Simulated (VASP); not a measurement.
Here is a VASP 6.6.1 calculation.

INCAR

```
PREC = Accurate ; ENCUT = 600
EDIFF = 1E-6 ; ISMEAR = 0
SIGMA = 0.05 ; LREAL = F
LASPH = T ; NELM = 80
ALGO = Fast ; ISIF = 4
LWAVE = F ; LCHARG = F
GGA = PE ; IBRION = 2
NSW = 60 ; EDIFFG = -0.01
```

The input KPOINTS:

```
Automatic mesh
0
Gamma
  10 10 6
```

Contents of POSCAR:

```
BiW
1.0
    4.5203814158      0.0000000000      0.0000000000
   -2.2601907079      3.9147651409      0.0000000000
    0.0000000000      0.0000000000      5.1000929719
W Bi
2 2
Direct
    0.0000000000      0.0000000000      0.0000000000
    0.0000000000      0.0000000000      0.5000000000
    0.3333333333      0.6666666667      0.2500000000
    0.6666666667      0.3333333333      0.7500000000
```

Potentials or basis: VASP PAW PBE potentials, release 64 (W_sv, Bi_d).

Run with:

```sh
$ cat potpaw_PBE.64/W_sv/POTCAR potpaw_PBE.64/Bi_d/POTCAR > POTCAR
$ mpirun -np 1 vasp_std > vasp.out
```

(1) What does it give for the band gap on the k mesh?

Answers

(1) zero (bands 29 and 30 overlap by 1.54 eV).

Caveat: spin-orbit coupling is left out, which moves the levels of the heavy elements.
